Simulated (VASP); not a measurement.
# BAs: single point with r2SCAN

Crystal: BAs.

```
B As
1.0
     0.00000    2.40467    2.40467
     2.40467    0.00000    2.40467
     2.40467    2.40467    0.00000
B As
1 1
Direct
  0.75000 0.75000 0.75000
  0.00000 0.00000 0.00000
```

```
Program             : VASP 6.6.1
Task                : single point
Functional          : r2SCAN
Potentials or basis : VASP PAW PBE potentials, release 64 (B, As)
Cutoff              : 550 eV
k mesh              : 10 × 10 × 10
Occupations         : fermi-dirac, width 0.01 eV
Spin                : no spin polarisation
```

| Property | Result |
| --- | --- |
| Pressure | -2.0 GPa |
| Band gap on the k mesh | 1.39 eV (least direct gap 3.42 eV) |

Levels at points of the mesh, in eV from the valence-band top:
```csv
k point,band 1,band 2,band 3,band 4,band 5,band 6,band 7,band 8,band 9
"(0.00, 0.00, 0.00)",-15.97,0.00,0.00,0.00,3.42,3.42,3.42,4.88,10.27
"(0.50, 0.00, 0.00)",-13.02,-9.09,-1.90,-1.90,2.85,5.04,5.04,9.53,13.48
"(0.50, 0.50, 0.00)",-11.62,-8.95,-4.22,-4.22,1.64,1.71,11.96,11.96,13.69
```

It took 99 s on 1 thread of Intel Xeon 8259CL, on a shared host, peak memory 0.17 GiB.

Caveat: the PAW data sets were made with another functional, which shifts forces and pressure a little. A k mesh can miss the band edges.
